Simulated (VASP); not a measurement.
Co:

```
Co
1.0
     0.00000    1.80740    1.80740
     1.80740    0.00000    1.80740
     1.80740    1.80740    0.00000
Co
1
Direct
  0.00000 0.00000 0.00000
```

Base run:

* Program: VASP 6.6.1
* Functional: PBE
* Potentials or basis: VASP PAW PBE potentials, release 64 (Co)
* Cutoff: 520 eV
* k mesh: 15 × 15 × 15
* Occupations: fermi-dirac, width 0.1 eV
* Spin: collinear spin, ferromagnetic start
* Starting moments: [2.12] μB
* Fixed moment: 2.12 μB

Its results: pressure -6.5 GPa; site moments Co +2.11 μB.

Question: The run is repeated on the same cell with these changes: fixed moment from 2.12 μB to 2.97 μB; moments at the start from [2.12] to [2.97]. What comes out?

Answer: Pressure 18.3 GPa; site moments Co +2.82 μB.

Caveats: the total moment is fixed, so each spin has its own Fermi level.
